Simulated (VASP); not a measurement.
Runs of VASP 6.6.1 on FeNi3. The structure is that of space group Pm-3m (No. 221), or close to it. The cells are those of the table. 

```csv
spin,cell,gap on the mesh (eV),pressure (GPa),moment (μB)
"collinear, ferrimagnetic start","a = 3.448 Å, 4 atoms",none,-0.2,4.59
off,"a = 3.448 Å, 4 atoms",none,-8.7,-
"collinear, ferromagnetic start","a = 3.425 Å, 4 atoms",none,4.8,4.55
"collinear, ferromagnetic start","a = 3.423 Å, 4 atoms",none,(a),4.55
"collinear, ferromagnetic start","a = 3.402 Å, 4 atoms",none,10.6,4.48
"collinear, ferromagnetic start","a = 3.448 Å, 4 atoms",none,-0.5,(b)
```

Alike in all rows: task single point; level LDA; potentials or basis VASP PAW LDA potentials, release 64 (Fe, Ni); k mesh 12 × 12 × 12; cutoff (eV) 520; smearing gaussian 0.05 eV.

Task: Fill in the values left out.

Result: (a) 5.3; (b) 4.60.

Caveats: the cell stands under pressure (at least some runs); the cell stands under tension (at least some runs).

A gap of «none» marks levels without a gap at the run's occupations.
